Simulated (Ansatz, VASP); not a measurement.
**InP in VASP and in Ansatz**

File INCAR:

```
SYSTEM = InP
  ALGO = Normal
  EDIFF = 1E-8
  ENCUT = 520
  ISIF = 2
  ISMEAR = -1
  LASPH = .TRUE.
  LCHARG = .FALSE.
  LEFG = .TRUE.
  LREAL = .FALSE.
  LWAVE = .FALSE.
  NBANDS = 16
  NELM = 100
  PREC = Accurate
  SIGMA = 0.03
```

File KPOINTS:

```
k-points
0
G
  11 11 11
  0 0 0
```

The input POSCAR:

```
InP
1.0
    0.0000000000      2.9305000000      2.9305000000
    2.9305000000      0.0000000000      2.9305000000
    2.9305000000      2.9305000000      0.0000000000
In P
1 1
Direct
    0.0000000000      0.0000000000      0.0000000000
    0.7500000000      0.7500000000      0.7500000000
```

Input for Ansatz:

```yaml
crystal:
  lattice:
    - [0.0, 2.9305, 2.9305]
    - [2.9305, 0.0, 2.9305]
    - [2.9305, 2.9305, 0.0]
  atoms:
    - { symbol: In, position: [0.0, 0.0, 0.0] }
    - { symbol: P, position: [0.75, 0.75, 0.75] }
kpoints:
  mp_grid: { grid: [11, 11, 11] }
  band_path:
    path:
      - [0.0, 0.0, 0.0]
      - [-0.5, -0.5, 0.0]
      - [-0.375, -0.375, 0.25]
      - [-0.375, 0.0, 0.375]
      - [0.0, 0.0, 0.0]
      - [0.0, 0.0, 0.5]
      - [-0.5, -0.25, 0.25]
      - [-0.5, -0.5, 0.0]
    npoints: 5
scf:
  occupations: { method: fermi_dirac, width: 0.03 }
hamiltonian:
  xc: lda
  pseudopotentials: { kind: paw }
output:
  forces: true
  stress: true
  eigenvalues: true
  efg: { contact_densities: true }
```

Alike in both runs: task electric field gradients; functional LDA; k mesh 11 × 11 × 11; occupations fermi-dirac, width 0.03 eV; no spin polarisation.

|  | VASP | Ansatz |
| --- | --- | --- |
| version | VASP 6.6.1 | Ansatz 0.2.0 |
| potentials or method | VASP PAW LDA potentials, release 64 (In_d, P) | PAW with Ansatz's default frozen-core files, scalar-relativistic |
| plane-wave cutoff (eV) | 520 | 420 |
| valence electrons in the cell | 18 | 18 |

|  | VASP | Ansatz | Ansatz less VASP |
| --- | --- | --- | --- |
| pressure (GPa) | -1.2 | -1.2 | -0.02 |

LDA's correlation is that of Perdew and Zunger in VASP and of Perdew and Wang (1992) in Ansatz.
